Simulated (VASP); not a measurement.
Runs of VASP 6.6.1 on Mo2Ir. The structure is that of space group P6/mmm (No. 191), or close to it. The cells are those of the table. 

```tsv
task	cell	k mesh	cutoff (eV)	gap on the mesh (eV)	pressure (GPa)	relaxed volume (Å³/atom)
single point	a = 4.424, b = 4.424, c = 2.718 Å, angles 90.0, 90.0, 120.0°, 3 atoms	6 × 6 × 6	520	none	0.6	-
relaxation of cell and atoms	relaxed from a = 4.286, b = 4.286, c = 2.725 Å, angles 90.0, 90.0, 120.0°, 3 atoms	6 × 6 × 6	600	none	0.1	15.38
relaxation of cell and atoms	relaxed from a = 4.425, b = 4.425, c = 2.718 Å, angles 90.0, 90.0, 120.0°, 3 atoms	12 × 12 × 16	600	none	0.0	15.40
relaxation of cell and atoms	relaxed from a = 4.424, b = 4.424, c = 2.718 Å, angles 90.0, 90.0, 120.0°, 3 atoms	12 × 12 × 16	600	none	-0.1	15.40
single point	a = 4.426, b = 4.426, c = 2.718 Å, angles 90.0, 90.0, 120.0°, 3 atoms	12 × 12 × 16	520	none	(a)	-
```

Alike in all rows: level PBE; potentials or basis VASP PAW PBE potentials, release 64 (Mo_sv, Ir); no spin polarisation; smearing gaussian 0.1 eV.

Q: Estimate the missing entries.

A: (a) 0.4.

Caveats: some runs use coarse meshes; spin-orbit coupling is left out, which moves the levels of the heavy elements.

A k mesh can miss the band edges, and the runs leave out spin-orbit coupling on Ir, Mo.

A gap of «none» marks levels without a gap at the run's occupations.
